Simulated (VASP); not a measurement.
# AsSe3 (P6_3/mmc) in VASP: further runs

Runs on AsSe3. Level: PBE. Tasks: single point, relaxation of cell and atoms.

Everything below comes from runs of VASP 6.6.1. Logs are shortened: lines on timing, memory, paths and dates and some standing lists are left out, and cuts for length are marked.

## Step 1: The cell of the first run

The structure is hexagonal, space group P6_3/mmc (No. 194). Conventional cell: a = 7.540 Å, b = 7.540 Å, c = 3.718 Å, α = 90.00°, β = 90.00°, γ = 120.00°. As (site symmetry -6m2) has 12 Se at 2.73 to 3.77 Å and 2 As at 3.72 Å within 3.8 Å. Se (site symmetry mm2) has 4 As at 2.73 to 3.77 Å and 8 Se at 3.00 to 3.72 Å within 3.8 Å.

The cell was generated, and may not be a known phase.

## Step 2: Single point, PBE

The input, INCAR:

```
PREC = Accurate
ENCUT = 520
EDIFF = 1E-6
ISMEAR = 0
SIGMA = 0.1
LREAL = F
LASPH = T
NELM = 60
ALGO = Normal
ISIF = 2
LWAVE = F
LCHARG = F
GGA = PE
NBANDS = 33
```

The input, KPOINTS:

```
Automatic mesh
0
Gamma
  3 3 6
```

The input, POSCAR:

```
AsSe3
1.0
    7.5396629219      0.0000000000      0.0000000000
   -3.7698314610      6.5295396264      0.0000000000
    0.0000000000      0.0000000000      3.7181643238
As Se
2 6
Direct
    0.3333333333      0.6666666667      0.7500000000
    0.6666666667      0.3333333333      0.2500000000
    0.1806054793      0.3612109587      0.2500000000
    0.6387890413      0.8193945207      0.2500000000
    0.1806054793      0.8193945207      0.2500000000
    0.8193945207      0.6387890413      0.7500000000
    0.3612109587      0.1806054793      0.7500000000
    0.8193945207      0.1806054793      0.7500000000
```

Potentials or basis: VASP PAW PBE potentials, release 64 (As, Se).

The run is started by

```bash
> cat potpaw_PBE.64/As/POTCAR potpaw_PBE.64/Se/POTCAR > POTCAR
> mpirun -np 1 vasp_std > vasp.out
```

OUTCAR:

```text
PREC = Accurate
   ENCUT = 520
   EDIFF = 1E-6
   ISMEAR = 0
   LREAL = F
   LASPH = T
   NELM = 60
   ISIF = 2
   GGA = PE

 ion  position               nearest neighbor table
   1  0.333  0.667  0.750-   4 2.73   4 2.73   5 2.73   5 2.73   3 2.73   3 2.73
   2  0.667  0.333  0.250-   7 2.73   7 2.73   8 2.73   8 2.73   6 2.73   6 2.73
   3  0.181  0.361  0.250-   1 2.73   1 2.73
   4  0.639  0.819  0.250-   1 2.73   1 2.73
   5  0.181  0.819  0.250-   1 2.73   1 2.73
   6  0.819  0.639  0.750-   2 2.73   2 2.73
   7  0.361  0.181  0.750-   2 2.73   2 2.73
   8  0.819  0.181  0.750-   2 2.73   2 2.73

  LATTYP: Found a hexagonal cell.
 ALAT       =     7.5396629219
 C/A-ratio  =     0.4931472882

  Lattice vectors:

 A1 = (   7.5396629219,   0.0000000000,   0.0000000000)
 A2 = (  -3.7698314610,   6.5295396264,   0.0000000000)
 A3 = (   0.0000000000,   0.0000000000,   3.7181643238)

Analysis of symmetry for initial positions (statically):
=====================================================================
 Subroutine PRICEL returns:
 Original cell was already a primitive cell.

 Routine SETGRP: Setting up the symmetry group for a
 hexagonal supercell.

 Subroutine GETGRP returns: Found 24 space group operations
 (whereof 12 operations were pure point group operations)
 out of a pool of 24 trial point group operations.

The static configuration has the point symmetry D_3d.
 The point group associated with its full space group is D_6h.

Analysis of symmetry for dynamics (positions and initial velocities):
=====================================================================
 Subroutine PRICEL returns:
 Original cell was already a primitive cell.

 Routine SETGRP: Setting up the symmetry group for a
 hexagonal supercell.

 Subroutine GETGRP returns: Found 24 space group operations
 (whereof 12 operations were pure point group operations)
 out of a pool of 24 trial point group operations.

The dynamic configuration has the point symmetry D_3d.
 The point group associated with its full space group is D_6h.

 Subroutine INISYM returns: Found 24 space group operations
 (whereof 12 operations are pure point group operations),
 and found     1 'primitive' translations

----------------------------------------------------------------------------------------

                                     Primitive cell

  volume of cell :     183.0472

  direct lattice vectors                    reciprocal lattice vectors
     7.539662922  0.000000000  0.000000000     0.132631924  0.076575077  0.000000000
    -3.769831461  6.529539626  0.000000000     0.000000000  0.153150154  0.000000000
     0.000000000  0.000000000  3.718164324     0.000000000  0.000000000  0.268949921

  length of vectors
     7.539662922  7.539662922  3.718164324     0.153150154  0.153150154  0.268949921

  position of ions in fractional coordinates (direct lattice)
     0.333333333  0.666666667  0.750000000
     0.666666667  0.333333333  0.250000000
     0.180605479  0.361210959  0.250000000
     0.638789041  0.819394521  0.250000000
     0.180605479  0.819394521  0.250000000
     0.819394521  0.638789041  0.750000000
     0.361210959  0.180605479  0.750000000
     0.819394521  0.180605479  0.750000000

  ion indices of the primitive-cell ions
   primitive index   ion index
                 1           1
                 2           2
                 3           3
                 4           4
                 5           5
                 6           6
                 7           7
                 8           8

----------------------------------------------------------------------------------------

 KPOINTS: Automatic mesh

Automatic generation of k-mesh.
 Grid dimensions read from file:
 generate k-points for:    3    3    6

 Generating k-lattice:

  Cartesian coordinates                     Fractional coordinates (reciprocal lattice)
     0.044210641  0.025525026  0.000000000     0.333333333 -0.000000000  0.000000000
     0.000000000  0.051050051  0.000000000     0.000000000  0.333333333  0.000000000
     0.000000000  0.000000000  0.044824987     0.000000000  0.000000000  0.166666667

  Length of vectors
     0.051050051  0.051050051  0.044824987

  Shift w.r.t. Gamma in fractional coordinates (k-lattice)
     0.000000000  0.000000000  0.000000000

 Subroutine IBZKPT returns following result:
 ===========================================

 Found     12 irreducible k-points:

 Following reciprocal coordinates:
            Coordinates               Weight
  0.000000  0.000000  0.000000      1.000000
  0.333333  0.000000  0.000000      6.000000
  0.333333  0.333333  0.000000      2.000000
  0.000000  0.000000  0.166667      2.000000
  0.333333  0.000000  0.166667     12.000000
  0.333333  0.333333  0.166667      4.000000
  0.000000  0.000000  0.333333      2.000000
  0.333333  0.000000  0.333333     12.000000
  0.333333  0.333333  0.333333      4.000000
  0.000000  0.000000  0.500000      1.000000
  0.333333  0.000000  0.500000      6.000000
  0.333333  0.333333  0.500000      2.000000
   k-points           NKPTS =     12   k-points in BZ     NKDIM =     12   number of bands    NBANDS=     33
   number of dos      NEDOS =    301   number of ions     NIONS =      8
   total plane-waves  NPLWV =  87808
   dimension x,y,z NGX =    56 NGY =   56 NGZ =   28
   dimension x,y,z NGXF=   112 NGYF=  112 NGZF=   56
   ions per type =               2   6
   NGX,Y,Z   is equivalent  to a cutoff of  12.35, 12.35, 12.52 a.u.
   NGXF,Y,Z  is equivalent  to a cutoff of  24.70, 24.70, 25.04 a.u.
 SYSTEM =  unknown system
   PREC   = accura    normal or accurate (medium, high low for compatibility)
   ISTART =      0    job   : 0-new  1-cont  2-samecut
   ICHARG =      2    charge: 1-file 2-atom 10-const
   ISPIN  =      1    spin polarized calculation?
   LNONCOLLINEAR =      F non collinear calculations
   LSORBIT =      F    spin-orbit coupling
   LASPH  =      T    aspherical Exc in radial PAW
   ENCUT  =  520.0 eV  38.22 Ry    6.18 a.u.  14.02 14.02  6.91*2*pi/ulx,y,z
   NELM   =     60;   NELMIN=  2; NELMDL= -5     # of ELM steps
   EDIFF  = 0.1E-05   stopping-criterion for ELM
   LREAL  =      F    real-space projection
   EDIFFG = 0.1E-04   stopping-criterion for IOM
   NSW    =      0    number of steps for IOM
   IBRION =     -1    ionic relax: 0-MD 1-quasi-New 2-CG
   NFREE  =      0    steps in history (QN), initial steepest desc. (CG)
   ISIF   =      2    stress and relaxation
   ISYM   =      2    0-nonsym 1-usesym 2-fastsym
   POTIM  = 0.5000    time-step for ionic-motion
   TEBEG  =    0.0;   TEEND  =   0.0 temperature during run
   PSTRESS=    0.0 pullay stress
   NELECT =      46.0000    total number of electrons
   NUPDOWN=      -1.0000    fix difference up-down
   EMIN   =  10.00;   EMAX   =-10.00  energy-range for DOS
   EFERMI =   0.00;   METHOD = LEGACY
   ISMEAR =     0;   SIGMA  =   0.10  broadening in eV -4-tet -1-fermi 0-gaus
   EFERMI_NEDOS =   21; number of points for ismear=-14 and -15
   IALGO  =     38    algorithm
   IMIX   =      4    mixing-type and parameters
     AMIX     =   0.40;   BMIX     =  1.00
     AMIX_MAG =   1.60;   BMIX_MAG =  1.00
  volume/ion in A,a.u.               =      22.88       154.41
  Fermi-wavevector in a.u.,A,eV,Ry     =   1.033094  1.952264 14.521264  1.067283
  Thomas-Fermi vector in A             =   2.167324
   LORBIT       =      0    0 simple, 1 ext, 2 COOP (PROOUT), +10 PAW based schemes
   GGA     = PE    functional components
   LHFCALC =     F    Hartree Fock is set to
   AEXX    =    0.0000 exact exchange contribution
   IVDW    =     0    specifies the selected vdW correction
   LEPSILON=     F    determine dielectric tensor
   LRPA    =     F    only Hartree local field effects (RPA)
 non-spin polarized calculation
 Gauss-broadening in eV      SIGMA  =   0.10
  energy-cutoff  :      520.00
  volume of cell :      183.05
 maximum number of plane-waves:      4944
   NGX = 29   NGY = 29   NGZ = 13

 number of electron      45.9999995 magnetization

 Free energy of the ion-electron system (eV)
  ---------------------------------------------------
  ext. energy  EPLUGINS =         0.00000000
  ---------------------------------------------------
  free energy    TOTEN  =       -28.10090183 eV

  energy without entropy =      -28.05821570  energy(sigma->0) =      -28.07955877

 E-fermi :   4.3187     XC(G=0):  -9.8226

 val. band max:        4.3093550646   @ k =   0.3333   0.0000   0.0000
 cond. band min:       4.3290025240   @ k =   0.0000   0.0000   0.0000
 fundamental gap:      0.0196474594
 Fermi energy:         4.3186540762

 k-point     1 :       0.0000    0.0000    0.0000
  band No.  band energies     occupation
      1     -11.0613      2.00000
      2      -9.3270      2.00000
      3      -9.2445      2.00000
      4      -9.2445      2.00000
      5      -8.1206      2.00000
      6      -8.1206      2.00000
[... 25 lines left out ...]
     32       8.1816      0.00000
     33       8.6344      0.00000

 k-point     2 :       0.3333    0.0000    0.0000
  band No.  band energies     occupation
      1     -10.7955      2.00000
      2      -9.9978      2.00000
      3      -9.3240      2.00000
      4      -9.3078      2.00000
      5      -7.9788      2.00000
      6      -7.5622      2.00000
[... 25 lines left out ...]
     32       7.8769      0.00000
     33       9.2376      0.00000
[... 322 lines left out ...]
     32       8.1891      0.00000
     33      11.5720      0.00000

 k-point    12 :       0.3333    0.3333    0.5000
  band No.  band energies     occupation
      1      -8.9007      2.00000
      2      -8.9007      2.00000
      3      -8.3390      2.00000
      4      -8.3390      2.00000
      5      -8.1832      2.00000
      6      -8.1832      2.00000
[... 25 lines left out ...]
     32       8.7548      0.00000
     33      11.5941      0.00000

------------------------ aborting loop because EDIFF is reached ----------------------------------------

  FORCE on cell =-STRESS in cart. coord.  units (eV):
  Direction    XX          YY          ZZ          XY          YZ          ZX
  --------------------------------------------------------------------------------------
  -------------------------------------------------------------------------------------
  Total       -0.1147785     -0.1147785      0.3525981      0.0000000     -0.0000000      0.0000000
  in kB       -1.0046343     -1.0046343      3.0862239      0.0000000     -0.0000000      0.0000000
  external PRESSURE =       0.3589851 kB  Pullay stress =       0.0000000 kB

 VOLUME and BASIS-vectors are now :
 -----------------------------------------------------------------------------
  energy-cutoff  :      520.00
  volume of cell :      183.05
      direct lattice vectors                 reciprocal lattice vectors
     7.539662922  0.000000000  0.000000000     0.132631924  0.076575077  0.000000000
    -3.769831461  6.529539626  0.000000000     0.000000000  0.153150154  0.000000000
     0.000000000  0.000000000  3.718164324     0.000000000  0.000000000  0.268949921

 POSITION                                       TOTAL-FORCE (eV/Angst)
 -----------------------------------------------------------------------------------
     -0.00000      4.35303      2.78862        -0.000000      0.000000      0.000000
      3.76983      2.17651      0.92954        -0.000000      0.000000      0.000000
     -0.00000      2.35854      0.92954         0.000000     -0.030204      0.000000
      1.72727      5.35027      0.92954         0.026157      0.015102      0.000000
     -1.72727      5.35027      0.92954        -0.026157      0.015102      0.000000
      3.76983      4.17100      2.78862        -0.000000      0.030204     -0.000000
      2.04256      1.17927      2.78862        -0.026157     -0.015102     -0.000000
      5.49711      1.17927      2.78862         0.026157     -0.015102     -0.000000
 -----------------------------------------------------------------------------------
    total drift:                               -0.000000      0.000000      0.000000

  FREE ENERGIE OF THE ION-ELECTRON SYSTEM (eV)
  ---------------------------------------------------
  free  energy   TOTEN  =       -28.1009018335 eV

  energy  without entropy=      -28.0582157016  energy(sigma->0) =      -28.07955877
```

It took 88 s on 1 thread of Intel Xeon 6975P-C (Granite Rapids), shared host; peak memory 0.3 GiB.

What came out:

| Property | Result |
| --- | --- |
| Free energy | -28.1009 eV |
| Pressure | 0.0 GPa |
| Largest force | 0.030 eV/Å |
| Band gap on the k mesh | zero (bands 23 and 24 overlap by 1.24 eV) |

Forces on the atoms (eV/Å):
```
As   0.000  0.000  0.000
As   0.000  0.000  0.000
Se   0.000 -0.030  0.000
Se   0.026  0.015  0.000
Se  -0.026  0.015  0.000
Se   0.000  0.030  0.000
Se  -0.026 -0.015  0.000
Se   0.026 -0.015  0.000
```

Levels at points of the mesh, in eV from the Fermi level:
```csv
k point,band 20,band 21,band 22,band 23,band 24,band 25,band 26,band 27
"(0.00, 0.00, 0.00)",-1.79,-0.44,-0.44,-0.02,0.01,0.01,1.51,1.53
"(0.00, 0.00, 0.50)",-1.30,-0.58,-0.58,-0.53,-0.53,-0.53,-0.53,1.63
```

## Step 3: Single point, PBE

This run uses another cell than the first one, of 22.62 Å³/atom.

The input, INCAR:

```
PREC = Accurate ; ENCUT = 520
EDIFF = 1E-7 ; ISMEAR = 0
SIGMA = 0.1 ; LREAL = False
LASPH = True ; NELM = 60
ALGO = Normal ; ISIF = 2
LWAVE = False ; LCHARG = True
GGA = PE ; LELF = True
LVHAR = True ; NBANDS = 33
```

The input, KPOINTS:

```
Automatic mesh
0
Gamma
  6 6 10
```

The input, POSCAR:

```
AsSe3
1.0
    7.4840211571      0.0000000000      0.0000000000
   -3.7420105786      6.4813524445      0.0000000000
    0.0000000000      0.0000000000      3.7298219005
As Se
2 6
Direct
    0.3333333333      0.6666666667      0.7500000000
    0.6666666667      0.3333333333      0.2500000000
    0.1790836797      0.3581673594      0.2500000000
    0.6418326406      0.8209163203      0.2500000000
    0.1790836797      0.8209163203      0.2500000000
    0.8209163203      0.6418326406      0.7500000000
    0.3581673594      0.1790836797      0.7500000000
    0.8209163203      0.1790836797      0.7500000000
```

Potentials or basis: VASP PAW PBE potentials, release 64 (As, Se).

The run is started by

```bash
> cat potpaw_PBE.64/As/POTCAR potpaw_PBE.64/Se/POTCAR > POTCAR
> mpirun -np 1 vasp_std > vasp.out
```

Run time: 5.8 min. Hardware: 1 thread of Intel Xeon 6975P-C (Granite Rapids), shared host; peak memory 0.39 GiB.

The run converged. Its results:

| Item | Value |
| --- | --- |
| Free energy | -28.1973 eV |
| Pressure | 0.0 GPa |
| Largest force | 0.005 eV/Å |
| Band gap on the k mesh | zero (bands 23 and 24 overlap by 1.53 eV) |

Forces in eV/Å, atoms in the order of the input:
```
As   0.000  0.000  0.000
As   0.000  0.000  0.000
Se   0.000 -0.005  0.000
Se   0.004  0.002  0.000
Se  -0.004  0.002  0.000
Se   0.000  0.005  0.000
Se  -0.004 -0.002  0.000
Se   0.004 -0.002  0.000
```

Levels at points of the mesh, in eV from the Fermi level:
```
           k point  band 19  band 20  band 21  band 22  band 23  band 24  band 25  band 26  band 27  band 28
(0.00, 0.00, 0.00)    -1.90    -1.90    -0.46    -0.46    -0.01    -0.01    -0.01     1.41     1.54     1.54
(0.50, 0.00, 0.00)    -1.99    -1.65    -0.28    -0.12    -0.06     0.11     0.28     1.24     1.40     2.39
(0.00, 0.00, 0.50)    -1.33    -1.33    -0.52    -0.52    -0.48    -0.48    -0.48    -0.48     1.63     1.63
(0.50, 0.00, 0.50)    -2.33    -2.33    -1.04    -1.04    -0.55    -0.55     1.25     1.25     2.16     2.16
```

(Continued in part 2 of 2.)

The gap in the log of VASP goes by the Fermi energy; the results here count the filled bands.